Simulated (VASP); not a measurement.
Wanted: the native input for a VASP 6.6.1 run.

| Quantity | Value |
| --- | --- |
| Task | single point |
| Functional | r2SCAN |
| Potentials or basis | VASP PAW PBE potentials, release 64 (Ag) |
| Cutoff | 520 eV |
| k mesh | 11 × 11 × 11 |
| Occupations | fermi-dirac, width 0.05 eV |
| Spin | no spin polarisation |
| Dipole correction | no |
| Further INCAR settings | ALGO = Normal; EDIFF = 1e-06; NBANDS = 12 |

The system is Ag.

```xyz
1
Lattice="0.0000 2.0290 2.0290 2.0290 0.0000 2.0290 2.0290 2.0290 0.0000" Properties=species:S:1:pos:R:3 pbc="T T T"
Ag    0.0000    0.0000    0.0000
```

One way to write it, as run:

POSCAR

```
Ag
1.0
    0.0000000000      2.0290398554      2.0290398554
    2.0290398554      0.0000000000      2.0290398554
    2.0290398554      2.0290398554      0.0000000000
Ag
1
Direct
    0.0000000000      0.0000000000      0.0000000000
```

INCAR.step1

```
SYSTEM = Ag
ALGO = Normal ; EDIFF = 1E-4
ENCUT = 520 ; GGA = PE
ISMEAR = -1 ; LASPH = .TRUE.
LCHARG = .FALSE. ; LREAL = .FALSE.
LWAVE = .TRUE. ; NBANDS = 12
NELM = 80 ; PREC = Accurate
SIGMA = 0.05
```

INCAR.step2

```
SYSTEM = Ag
ALGO = Normal ; EDIFF = 1E-6
ENCUT = 520 ; ISIF = 2
ISMEAR = -1 ; ISTART = 1
LASPH = .TRUE. ; LCHARG = .TRUE.
LELF = .TRUE. ; LMIXTAU = .TRUE.
LREAL = .FALSE. ; LVHAR = .TRUE.
LWAVE = .FALSE. ; METAGGA = R2SCAN
NBANDS = 12 ; NELM = 80
PREC = Accurate ; SIGMA = 0.05
```

KPOINTS

```
k-points
0
G
  11 11 11
  0 0 0
```

Potentials or basis: VASP PAW PBE potentials, release 64 (Ag).

Command:

```bash
$ cat potpaw_PBE.64/Ag/POTCAR > POTCAR
$ cp INCAR.step1 INCAR
$ mpirun -np 1 vasp_std > vasp.out
$ cp INCAR.step2 INCAR
$ mpirun -np 1 vasp_std > vasp.out
```

It gave:

```json
{"Pressure": "3.7 GPa"}
```

Caveat: the PAW data sets were made with another functional, which shifts forces and pressure a little.

Run time: 31 s on 1 thread of Intel(R) Xeon(R) Platinum 8488C (Sapphire Rapids), on a shared host, peak memory 0.14 GiB.
